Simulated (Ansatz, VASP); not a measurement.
## Two plane-wave programs on BeS

```
Be S
1.0
     0.00000    2.43789    2.43789
     2.43789    0.00000    2.43789
     2.43789    2.43789    0.00000
Be S
1 1
Direct
  0.00000 0.00000 0.00000
  0.25000 0.25000 0.25000
```

Alike in both runs: functional PBE; k mesh 8 × 8 × 8; occupations gaussian, width 0.02 eV; no spin polarisation.

Ansatz relaxed the structure, and its values are those at the end. VASP's run is a single point on that final structure, the one shown.

|  | VASP | Ansatz |
| --- | --- | --- |
| version | VASP 6.6.1 | Ansatz 0.2.0 |
| potentials or method | VASP PAW PBE potentials, release 64 (Be, S), cutoff 600 eV | scalar-relativistic, plane waves, PAW |
| valence electrons in the cell | 8 | 8 |

```csv
,VASP,Ansatz,Ansatz less VASP
gap on the k mesh at the Fermi level (eV),3.15,3.15,0.000
least direct gap on the mesh (eV),5.68,5.66,-0.015
pressure (GPa),0.1,0.0,-0.06
```

With one functional, cell and mesh, what is left measures potentials, basis and numerics.
